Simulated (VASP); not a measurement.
A run of VASP 6.6.1 is set up as follows.

INCAR

```
PREC     = Accurate       # precision mode
ENCUT    = 520            # plane-wave cutoff, eV
EDIFF    = 1E-7           # SCF threshold, eV
ISMEAR   = 0              # smearing method
SIGMA    = 0.01           # smearing width, eV
LREAL    = False          # projectors in reciprocal space
LASPH    = True           # aspherical terms in the spheres
NELM     = 100            # most SCF steps
ALGO     = Normal         # electronic algorithm
ISIF     = 2              # what is computed and relaxed
LWAVE    = False          # write WAVECAR
LCHARG   = False          # write CHGCAR
GGA      = PE             # functional
NBANDS   = 21             # bands
```

Contents of KPOINTS:

```
Automatic mesh
0
Gamma
  8 8 4
```

Contents of POSCAR:

```
SnC3
1.0
    2.9845761326      0.0000000000      0.0000000000
    0.0000000000      2.9845761326      0.0000000000
    0.0000000000      0.0000000000      4.6714343462
C Sn
3 1
Direct
    0.5000000000      0.0000000000      0.8227196820
    0.5000000000      0.5000000000      0.0000000000
    0.0000000000      0.5000000000      0.1772803180
    0.0000000000      0.0000000000      0.5000000000
```

Potentials or basis: VASP PAW PBE potentials, release 64 (C, Sn_d).

Run with:

```bash
$ cat potpaw_PBE.64/C/POTCAR potpaw_PBE.64/Sn_d/POTCAR > POTCAR
$ mpirun -np 1 vasp_std > vasp.out
```

(1) Predict the band gap on the k mesh.

(2) What does it give for the pressure?

(3) What does it give for the largest force?

Results:

(1) 0.23 eV, indirect (least direct gap 0.57 eV).

(2) 0.0 GPa.

(3) 0.008 eV/Å.

Caveat: spin-orbit coupling is left out, which moves the levels of the heavy elements.
